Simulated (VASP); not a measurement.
A run of VASP 6.6.1 is set up as follows.

The input INCAR:

```
AGGAC = 1.0
AGGAX = 1.0
ALDAC = 0.0
ALDAX = 1.0
ALGO = Normal
EDIFF = 1E-6
ENCUT = 520
GGA = B5
ISIF = 2
ISMEAR = -1
LASPH = True
LCHARG = True
LELF = True
LREAL = False
LVHAR = True
LWAVE = False
NBANDS = 13
NELM = 80
PREC = Accurate
SIGMA = 0.1
```

The input KPOINTS:

```
k-points
0
Gamma
  23 23 23
```

Contents of POSCAR:

```
Mo
1.0
   -1.5799947558      1.5799947558      1.5799947558
    1.5799947558     -1.5799947558      1.5799947558
    1.5799947558      1.5799947558     -1.5799947558
Mo
1
Direct
    0.0000000000      0.0000000000      0.0000000000
```

Potentials or basis: VASP PAW PBE potentials, release 64 (Mo_sv).

Launch:

```sh
$ cat potpaw_PBE.64/Mo_sv/POTCAR > POTCAR
$ mpirun -np 1 vasp_std > vasp.out
```

(1) What does it give for the pressure?

(2) Predict the band gap on the k mesh.

Answers

(1) 11.0 GPa.

(2) zero (band 7 reaches 16.71 eV, above the bottom of band 8 at 11.58 eV).

Caveat: the PAW data sets were made with another functional, which shifts forces and pressure a little.
